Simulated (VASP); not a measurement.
Write the native input for VASP 6.6.1 that does the following.

* Task: single point
* Functional: PBE
* Potentials or basis: VASP PAW PBE potentials, release 64 (As)
* Cutoff: 520 eV
* k mesh: 12 × 12 × 4
* Occupations: gaussian, width 0.01 eV
* Spin: no spin polarisation
* Dipole correction: no
* Further INCAR settings: ALGO = Normal; EDIFF = 1e-07; NBANDS = 18

The structure of As lies in POSCAR:

```
As
1.0
    3.6082791148      0.0000000000      0.0000000000
   -1.8041395574      3.1248613774      0.0000000000
    0.0000000000      0.0000000000     12.0291915137
As
4
Direct
    0.0000000000      0.0000000000      0.7996664874
    0.0000000000      0.0000000000      0.2003335126
    0.3333333333      0.6666666667      0.6840660550
    0.6666666667      0.3333333333      0.3159339450
```

The cell was built from a structure type or drawn by symmetry, and may not be a known phase.

One way to write it, as run:

INCAR

```
PREC = Accurate
ENCUT = 520
EDIFF = 1E-7
ISMEAR = 0
SIGMA = 0.01
LREAL = F
LASPH = T
NELM = 100
ALGO = Normal
ISIF = 2
LWAVE = F
LCHARG = F
GGA = PE
NBANDS = 18
```

KPOINTS

```
regular mesh
0
Gamma
  12 12 4
```

Potentials or basis: VASP PAW PBE potentials, release 64 (As).

The run is started by

```sh
$ cat potpaw_PBE.64/As/POTCAR > POTCAR
$ mpirun -np 1 vasp_std > vasp.out
```

It gave:

```yaml
Pressure: 0.2 GPa
Largest_force: 0.082 eV/Å
Band_gap_on_the_k_mesh: 1.32 eV (least direct gap 1.69 eV)
```

Caveat: this functional lacks dispersion, which binds the layers, so the pressure and a relaxed spacing across them are unreliable.

It took 3 min on 1 thread of Intel(R) Xeon(R) Platinum 8375C CPU @ 2.90GHz (Ice Lake), on a shared host, peak memory 0.31 GiB.
